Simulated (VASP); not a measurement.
MnSb, 4 atoms in the cell. Symmetry: P6_3/mmc, No. 194, hexagonal system. The conventional cell has a = 4.150 Å, b = 4.150 Å, c = 5.780 Å, α = 90.00°, β = 90.00°, γ = 120.00°. Within 3.8 Å of Sb (site symmetry -6m2) lie 6 Mn at 2.80 Å and 6 Sb at 3.75 Å. Mn (site symmetry -3m) has 6 Sb at 2.80 Å and 2 Mn at 2.89 Å within 3.7 Å. 

* Program: VASP 6.6.1
* Task: single point
* Functional: PBE
* Potentials or basis: VASP PAW PBE potentials, release 64 (Sb, Mn_pv)
* Cutoff: 520 eV
* k mesh: 6 × 6 × 4
* Occupations: fermi-dirac, width 0.05 eV
* Spin: collinear spin, ferromagnetic start
* Starting moments: [0.0, 0.0, 2.0, 2.0] μB
* Fixed moment: 4 μB
* Dipole correction: no
* Further INCAR settings: ALGO = Normal; EDIFF = 1e-06; NBANDS = 30

Potentials or basis: VASP PAW PBE potentials, release 64 (Sb, Mn_pv).

Command:

```sh
$ cat potpaw_PBE.64/Sb/POTCAR potpaw_PBE.64/Mn_pv/POTCAR > POTCAR
$ mpirun -np 1 vasp_std > vasp.out
```

Hardware: 1 thread of Intel(R) Xeon(R) 6975P-C (Granite Rapids), on a shared host.

Q: How long does it take, and how much memory?

A: Run time: 60 s on 1 thread of Intel(R) Xeon(R) 6975P-C (Granite Rapids) (shared host), peak memory 0.29 GiB. Counts: scf iterations 14, k points 21.
